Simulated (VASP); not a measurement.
# PtSe2 (P-3m1) in VASP: further runs

Runs on PtSe2. Level: PBE. Tasks: single point, relaxation of cell and atoms.

Program: VASP 6.6.1. These are calculated values, not measurements. Logs are shortened: lines on timing, memory, paths and dates and some standing lists are left out, and cuts for length are marked.

## 1. The cell of the first run

Symmetry: P-3m1, No. 164, trigonal system. The conventional cell has a = 3.724 Å, b = 3.724 Å, c = 5.062 Å, α = 90.00°, β = 90.00°, γ = 120.00°. Pt (site symmetry -3m) has 6 Se at 2.49 Å within 3.3 Å. Within 3.4 Å of Se (site symmetry 3m) lie 3 Pt at 2.49 Å and 6 Se at 3.32 Å.

## 2. Single point, PBE

INCAR reads:

```
SYSTEM = PtSe2
PREC     = Accurate       ! precision mode
ENCUT    = 520            ! plane-wave cutoff, eV
EDIFF    = 1E-6           ! SCF threshold, eV
ISMEAR   = 0              ! smearing method
SIGMA    = 0.1            ! smearing width, eV
LREAL    = .FALSE.        ! projectors in reciprocal space
LASPH    = .TRUE.         ! aspherical terms in the spheres
NELM     = 60             ! most SCF steps
ALGO     = Normal         ! electronic algorithm
ISIF     = 2              ! what is computed and relaxed
LWAVE    = .FALSE.        ! write WAVECAR
LCHARG   = .FALSE.        ! write CHGCAR
GGA      = PE             ! functional
NBANDS   = 18             ! bands
```

KPOINTS reads:

```
Automatic mesh
0
G
  6 6 4
  0 0 0
```

POSCAR reads:

```
PtSe2
1.0
    3.7240006300      0.0000000000      0.0000000000
   -1.8620003200      3.2250791500      0.0000000000
    0.0000000000      0.0000000000      5.0619998000
Pt Se
1 2
Direct
    0.0000000000      0.0000000000      0.0000000000
    0.3333333300      0.6666666700      0.2500000000
    0.6666666700      0.3333333300      0.7500000000
```

Potentials or basis: VASP PAW PBE potentials, release 64 (Pt, Se).

Started as:

```sh
$ cat potpaw_PBE.64/Pt/POTCAR potpaw_PBE.64/Se/POTCAR > POTCAR
$ mpirun -np 1 vasp_std > vasp.out
```

OUTCAR:

```text
SYSTEM = PtSe2
   PREC = Accurate
   ENCUT = 520
   EDIFF = 1E-6
   ISMEAR = 0
   LREAL = .FALSE.
   LASPH = .TRUE.
   NELM = 60
   ISIF = 2
   GGA = PE

 ion  position               nearest neighbor table
   1  0.000  0.000  0.000-   2 2.49   3 2.49   3 2.49   2 2.49   3 2.49   2 2.49
   2  0.333  0.667  0.250-   1 2.49   1 2.49   1 2.49
   3  0.667  0.333  0.750-   1 2.49   1 2.49   1 2.49

  LATTYP: Found a hexagonal cell.
 ALAT       =     3.7240006300
 C/A-ratio  =     1.3592908012

  Lattice vectors:

 A1 = (   3.7240006300,   0.0000000000,   0.0000000000)
 A2 = (  -1.8620003200,   3.2250791500,   0.0000000000)
 A3 = (   0.0000000000,   0.0000000000,   5.0619998000)

Analysis of symmetry for initial positions (statically):
=====================================================================
 Subroutine PRICEL returns:
 Original cell was already a primitive cell.

 Routine SETGRP: Setting up the symmetry group for a
 hexagonal supercell.

 Subroutine GETGRP returns: Found 12 space group operations
 (whereof 12 operations were pure point group operations)
 out of a pool of 24 trial point group operations.

The static configuration has the point symmetry D_3d.

Analysis of symmetry for dynamics (positions and initial velocities):
=====================================================================
 Subroutine PRICEL returns:
 Original cell was already a primitive cell.

 Routine SETGRP: Setting up the symmetry group for a
 hexagonal supercell.

 Subroutine GETGRP returns: Found 12 space group operations
 (whereof 12 operations were pure point group operations)
 out of a pool of 24 trial point group operations.

The dynamic configuration has the point symmetry D_3d.

 Subroutine INISYM returns: Found 12 space group operations
 (whereof 12 operations are pure point group operations),
 and found     1 'primitive' translations

----------------------------------------------------------------------------------------

                                     Primitive cell

  volume of cell :      60.7956

  direct lattice vectors                    reciprocal lattice vectors
     3.724000630  0.000000000  0.000000000     0.268528419  0.155034955  0.000000000
    -1.862000320  3.225079150  0.000000000     0.000000000  0.310069909  0.000000000
     0.000000000  0.000000000  5.061999800     0.000000000  0.000000000  0.197550383

  length of vectors
     3.724000630  3.724000633  5.061999800     0.310069910  0.310069909  0.197550383

  position of ions in fractional coordinates (direct lattice)
     0.000000000  0.000000000  0.000000000
     0.333333330  0.666666670  0.250000000
[... 79 lines left out ...]
   LREAL  =      F    real-space projection
   EDIFFG = 0.1E-04   stopping-criterion for IOM
   NSW    =      0    number of steps for IOM
   IBRION =     -1    ionic relax: 0-MD 1-quasi-New 2-CG
   NFREE  =      0    steps in history (QN), initial steepest desc. (CG)
   ISIF   =      2    stress and relaxation
   ISYM   =      2    0-nonsym 1-usesym 2-fastsym
   POTIM  = 0.5000    time-step for ionic-motion
   TEBEG  =    0.0;   TEEND  =   0.0 temperature during run
   PSTRESS=    0.0 pullay stress
   NELECT =      22.0000    total number of electrons
   NUPDOWN=      -1.0000    fix difference up-down
   EMIN   =  10.00;   EMAX   =-10.00  energy-range for DOS
   EFERMI =   0.00;   METHOD = LEGACY
   ISMEAR =     0;   SIGMA  =   0.10  broadening in eV -4-tet -1-fermi 0-gaus
   EFERMI_NEDOS =   21; number of points for ismear=-14 and -15
   IALGO  =     38    algorithm
   IMIX   =      4    mixing-type and parameters
     AMIX     =   0.40;   BMIX     =  1.00
     AMIX_MAG =   1.60;   BMIX_MAG =  1.00
  volume/ion in A,a.u.               =      20.27       136.76
  Fermi-wavevector in a.u.,A,eV,Ry     =   1.166608  2.204570 18.517181  1.360974
  Thomas-Fermi vector in A             =   2.303119
   LORBIT       =      0    0 simple, 1 ext, 2 COOP (PROOUT), +10 PAW based schemes
   GGA     = PE    functional components
   LHFCALC =     F    Hartree Fock is set to
   AEXX    =    0.0000 exact exchange contribution
   IVDW    =     0    specifies the selected vdW correction
   LEPSILON=     F    determine dielectric tensor
   LRPA    =     F    only Hartree local field effects (RPA)
 non-spin polarized calculation
 Gauss-broadening in eV      SIGMA  =   0.10
  energy-cutoff  :      520.00
  volume of cell :       60.80
 maximum number of plane-waves:      1654
   NGX = 13   NGY = 13   NGZ = 19

 number of electron      21.9999999 magnetization

 Free energy of the ion-electron system (eV)
  ---------------------------------------------------
  ext. energy  EPLUGINS =         0.00000000
  ---------------------------------------------------
  free energy    TOTEN  =       -14.18768251 eV

  energy without entropy =      -14.18218620  energy(sigma->0) =      -14.18493435

 E-fermi :   6.5413     XC(G=0): -10.6335

 val. band max:        6.5110050993   @ k =   0.0000   0.1667   0.2500
 cond. band min:       6.5600491905   @ k =   0.3333   0.3333   0.0000
 fundamental gap:      0.0490440912
 Fermi energy:         6.5412639268

 k-point     1 :       0.0000    0.0000    0.0000
  band No.  band energies     occupation
      1      -9.1816      2.00000
      2      -6.3582      2.00000
      3      -0.6646      2.00000
      4       0.0444      2.00000
      5       0.0444      2.00000
      6       2.5080      2.00000
[... 481 lines left out ...]
      5       0.2083      2.00000
      6       2.0147      2.00000
[... 10 lines left out ...]
     17      14.1498      0.00000
     18      16.6068      0.00000

------------------------ aborting loop because EDIFF is reached ----------------------------------------

  FORCE on cell =-STRESS in cart. coord.  units (eV):
  Direction    XX          YY          ZZ          XY          YZ          ZX
  --------------------------------------------------------------------------------------
  -------------------------------------------------------------------------------------
  Total        3.0213985      3.0213985      2.2990866     -0.0000000      0.0000000     -0.0000000
  in kB       79.6244320     79.6244320     60.5889829     -0.0000001      0.0000000     -0.0000000
  external PRESSURE =      73.2792823 kB  Pullay stress =       0.0000000 kB

 VOLUME and BASIS-vectors are now :
 -----------------------------------------------------------------------------
  energy-cutoff  :      520.00
  volume of cell :       60.80
      direct lattice vectors                 reciprocal lattice vectors
     3.724000630  0.000000000  0.000000000     0.268528419  0.155034955  0.000000000
    -1.862000320  3.225079150  0.000000000     0.000000000  0.310069909  0.000000000
     0.000000000  0.000000000  5.061999800     0.000000000  0.000000000  0.197550383

 POSITION                                       TOTAL-FORCE (eV/Angst)
 -----------------------------------------------------------------------------------
      0.00000      0.00000      0.00000        -0.000000      0.000000      0.000000
     -0.00000      2.15005      1.26550        -0.000000     -0.000000      0.581413
      1.86200      1.07503      3.79650         0.000000      0.000000     -0.581413
 -----------------------------------------------------------------------------------
    total drift:                                0.000000      0.000000      0.000000

  FREE ENERGIE OF THE ION-ELECTRON SYSTEM (eV)
  ---------------------------------------------------
  free  energy   TOTEN  =       -14.1876825064 eV

  energy  without entropy=      -14.1821862035  energy(sigma->0) =      -14.18493435
```

OSZICAR:

```text
N       E                     dE             d eps       ncg     rms          rms(c)
DAV:   1     0.111621087735E+03    0.11162E+03   -0.10050E+04   864   0.107E+03
DAV:   2    -0.990450447565E+01   -0.12153E+03   -0.11768E+03  1070   0.212E+02
DAV:   3    -0.149371231484E+02   -0.50326E+01   -0.49952E+01  1000   0.430E+01
DAV:   4    -0.149755270027E+02   -0.38404E-01   -0.38386E-01  1090   0.415E+00
DAV:   5    -0.149759428405E+02   -0.41584E-03   -0.41583E-03  1018   0.416E-01    0.131E+01
DAV:   6    -0.144041683903E+02    0.57177E+00   -0.42441E+00   904   0.184E+01    0.799E+00
DAV:   7    -0.142075073501E+02    0.19666E+00   -0.81376E-01   892   0.867E+00    0.402E+00
DAV:   8    -0.141893542174E+02    0.18153E-01   -0.45568E-02   948   0.159E+00    0.805E-01
DAV:   9    -0.141874892866E+02    0.18649E-02   -0.64929E-03   952   0.750E-01    0.174E-01
DAV:  10    -0.141876814438E+02   -0.19216E-03   -0.95416E-04  1048   0.204E-01    0.450E-02
DAV:  11    -0.141876811901E+02    0.25374E-06   -0.58222E-05  1034   0.698E-02    0.232E-02
DAV:  12    -0.141876820590E+02   -0.86888E-06   -0.10549E-05   942   0.229E-02    0.288E-03
DAV:  13    -0.141876825064E+02   -0.44745E-06   -0.66393E-07   718   0.530E-03
   1 F= -.14187683E+02 E0= -.14184934E+02  d E =-.549630E-02
```

It took 26 s on 1 thread of AMD EPYC 7R13, shared host; peak memory 0.16 GiB.

What came out:

```
Free energy            : -14.1877 eV
Pressure               : 7.3 GPa
Largest force          : 0.581 eV/Å
Band gap on the k mesh : zero (bands 11 and 12 overlap by 0.38 eV)
```

Forces in eV/Å, atoms in the order of the input:
```
Pt   0.000  0.000  0.000
Se   0.000  0.000  0.581
Se   0.000  0.000 -0.581
```

Caveat: the cell stands under pressure; spin-orbit coupling is left out, which moves the levels of the heavy elements.

## 3. Single point, PBE

This run uses another cell than the first one, of 23.50 Å³/atom.

INCAR reads:

```
ALGO = Normal
EDIFF = 1E-7
ENCUT = 520
GGA = PE
ISIF = 2
ISMEAR = 0
LASPH = True
LCHARG = False
LREAL = False
LWAVE = False
NBANDS = 18
NELM = 100
PREC = Accurate
SIGMA = 0.1
```

KPOINTS reads:

```
k-points
0
Gamma
  6 6 4
```

POSCAR reads:

```
PtSe2
1.0
    3.7682841020      0.0000000029      0.0000000000
   -1.8841420535      3.2634297596      0.0000000000
    0.0000000000      0.0000000000      5.7328050437
Pt Se
1 2
Direct
    0.0000000000      0.0000000000      0.0000000000
    0.3333333333      0.6666666667      0.2260953800
    0.6666666667      0.3333333333      0.7739046200
```

Potentials or basis: VASP PAW PBE potentials, release 64 (Pt, Se).

Started as:

```sh
$ cat potpaw_PBE.64/Pt/POTCAR potpaw_PBE.64/Se/POTCAR > POTCAR
$ mpirun -np 1 vasp_std > vasp.out
```

OUTCAR:

```text
EDIFF = 1E-7
   ENCUT = 520
   GGA = PE
   ISIF = 2
   ISMEAR = 0
   LASPH = True
   LREAL = False
   NELM = 100
   PREC = Accurate

 ion  position               nearest neighbor table
   1  0.000  0.000  0.000-   2 2.53   3 2.53   3 2.53   2 2.53   3 2.53   2 2.53
   2  0.333  0.667  0.226-   1 2.53   1 2.53   1 2.53
   3  0.667  0.333  0.774-   1 2.53   1 2.53   1 2.53

  LATTYP: Found a hexagonal cell.
[... 695 lines left out ...]
------------------------ aborting loop because EDIFF is reached ----------------------------------------

  FORCE on cell =-STRESS in cart. coord.  units (eV):
  Direction    XX          YY          ZZ          XY          YZ          ZX
  --------------------------------------------------------------------------------------
  -------------------------------------------------------------------------------------
  Total       -0.0026220     -0.0026220      0.1439654     -0.0000000      0.0000000      0.0000000
  in kB       -0.0595882     -0.0595882      3.2717766     -0.0000000      0.0000000      0.0000000
  external PRESSURE =       1.0508667 kB  Pullay stress =       0.0000000 kB

 VOLUME and BASIS-vectors are now :
 -----------------------------------------------------------------------------
  energy-cutoff  :      520.00
  volume of cell :       70.50
      direct lattice vectors                 reciprocal lattice vectors
     3.768284102  0.000000003  0.000000000     0.265372772  0.153213042  0.000000000
    -1.884142053  3.263429760  0.000000000    -0.000000000  0.306426083  0.000000000
     0.000000000  0.000000000  5.732805044     0.000000000  0.000000000  0.174434678

 POSITION                                       TOTAL-FORCE (eV/Angst)
 -----------------------------------------------------------------------------------
      0.00000      0.00000      0.00000        -0.000000     -0.000000      0.000000
     -0.00000      2.17562      1.29616         0.000000     -0.000000      0.002246
      1.88414      1.08781      4.43664        -0.000000      0.000000     -0.002246
 -----------------------------------------------------------------------------------
    total drift:                                0.000000     -0.000000     -0.000000

  FREE ENERGIE OF THE ION-ELECTRON SYSTEM (eV)
  ---------------------------------------------------
  free  energy   TOTEN  =       -14.2926138308 eV

  energy  without entropy=      -14.2926131883  energy(sigma->0) =      -14.29261351
```

OSZICAR:

```text
N       E                     dE             d eps       ncg     rms          rms(c)
DAV:   1     0.114285564781E+03    0.11429E+03   -0.98510E+03   864   0.106E+03
DAV:   2    -0.935076664918E+01   -0.12364E+03   -0.11959E+03  1068   0.208E+02
DAV:   3    -0.150770059717E+02   -0.57262E+01   -0.56823E+01  1076   0.449E+01
DAV:   4    -0.151274917061E+02   -0.50486E-01   -0.50451E-01  1030   0.458E+00
DAV:   5    -0.151281206550E+02   -0.62895E-03   -0.62893E-03  1076   0.493E-01    0.118E+01
DAV:   6    -0.145301430083E+02    0.59798E+00   -0.43480E+00   894   0.190E+01    0.694E+00
DAV:   7    -0.143099621837E+02    0.22018E+00   -0.85202E-01   892   0.883E+00    0.353E+00
DAV:   8    -0.142949862229E+02    0.14976E-01   -0.53540E-02   968   0.154E+00    0.769E-01
DAV:   9    -0.142923311620E+02    0.26551E-02   -0.81848E-03   968   0.868E-01    0.190E-01
DAV:  10    -0.142926035215E+02   -0.27236E-03   -0.15144E-03  1002   0.229E-01    0.461E-02
DAV:  11    -0.142926088041E+02   -0.52826E-05   -0.60634E-05  1134   0.647E-02    0.284E-02
DAV:  12    -0.142926130883E+02   -0.42842E-05   -0.15983E-05   926   0.256E-02    0.433E-03
DAV:  13    -0.142926135432E+02   -0.45492E-06   -0.17171E-06  1144   0.790E-03    0.178E-03
DAV:  14    -0.142926137351E+02   -0.19185E-06   -0.21621E-07   878   0.309E-03    0.931E-04
DAV:  15    -0.142926138308E+02   -0.95780E-07   -0.29969E-08   766   0.108E-03
   1 F= -.14292614E+02 E0= -.14292614E+02  d E =-.642562E-06
```

stdout:

```text
POSCAR found type information on POSCAR PtSe
 POSCAR found :  2 types and       3 ions
 scaLAPACK will be used
 LDA part: xc-table for (Slater+PW92), standard interpolation
 POSCAR, INCAR and KPOINTS ok, starting setup
 FFT: planning ... GRIDC
 FFT: planning ... GRID_SOFT
 FFT: planning ... GRID
 WAVECAR not read
 entering main loop
```

It took 42 s on 1 thread of AMD EPYC 7R13, shared host; peak memory 0.16 GiB.

What came out:

| Property | Result |
| --- | --- |
| Free energy | -14.2926 eV |
| Pressure | 0.1 GPa |
| Band gap on the k mesh | 0.57 eV (least direct gap 1.12 eV) |

Forces in eV/Å, atoms in the order of the input:
```
Pt   0.000  0.000  0.000
Se   0.000  0.000  0.002
Se   0.000  0.000 -0.002
```

Caveat: spin-orbit coupling is left out, which moves the levels of the heavy elements; this functional lacks dispersion, which binds layers or chains, so the pressure and a relaxed spacing across them are unreliable. A k mesh can miss the band edges.

## 4. Single point, PBE

This run uses another cell than the first one: it holds 6 atoms, not 3.

INCAR reads:

```
PREC = Accurate ; ENCUT = 520
EDIFF = 1E-7 ; ISMEAR = 0
SIGMA = 0.1 ; LREAL = False
LASPH = True ; NELM = 100
ALGO = Normal ; ISIF = 2
LWAVE = False ; LCHARG = True
GGA = PE ; LELF = True
LVHAR = True ; NBANDS = 31
```

KPOINTS reads:

```
regular mesh
0
Gamma
  6 6 1
```

POSCAR reads:

```
PtSe2
1.0
    3.7515280056      0.0000000000      0.0000000000
   -1.8757640028      3.2489185559      0.0000000000
    0.0000000000      0.0000000000     13.0283004832
Pt Se
2 4
Direct
    0.0000000000      0.0000000000      0.0000000000
    0.0000000000      0.0000000000      0.5000000000
    0.3333333333      0.6666666667      0.1002979035
    0.3333333333      0.6666666667      0.6002979035
    0.6666666667      0.3333333333      0.3997020965
    0.6666666667      0.3333333333      0.8997020965
```

Started as:

```sh
$ cat potpaw_PBE.64/Pt/POTCAR potpaw_PBE.64/Se/POTCAR > POTCAR
$ mpirun -np 1 vasp_std > vasp.out
```

Run time: 80 s. Hardware: 1 thread of AMD EPYC 7R13, shared host; peak memory 0.23 GiB.

The run converged. Its results:

```yaml
Free_energy: -28.6024 eV
Pressure: 0.0 GPa
Largest_force: 0.006 eV/Å
Band_gap_on_the_k_mesh: 1.31 eV
```

Forces on the atoms (eV/Å):
```
Pt   0.000  0.000  0.000
Pt   0.000  0.000  0.000
Se   0.000  0.000 -0.006
Se   0.000  0.000 -0.006
Se   0.000  0.000  0.006
Se   0.000  0.000  0.006
```

Levels at points of the mesh, in eV from the valence-band top:
```csv
k point,band 19,band 20,band 21,band 22,band 23,band 24,band 25,band 26
"(0.00, 0.00, 0.00)",-0.29,-0.26,-0.26,-0.21,2.64,2.64,2.71,2.71
"(0.50, 0.00, 0.00)",-2.09,-2.03,-1.84,-1.36,1.96,2.16,2.36,2.52
```

Caveat: the k points lie up to 0.48 Å⁻¹ apart; spin-orbit coupling is left out, which moves the levels of the heavy elements; this functional lacks dispersion, which binds layers or chains, so the pressure and a relaxed spacing across them are unreliable.

(Part 1 of 2 ends here.)

The gap in the log of VASP goes by the Fermi energy; the results here count the filled bands.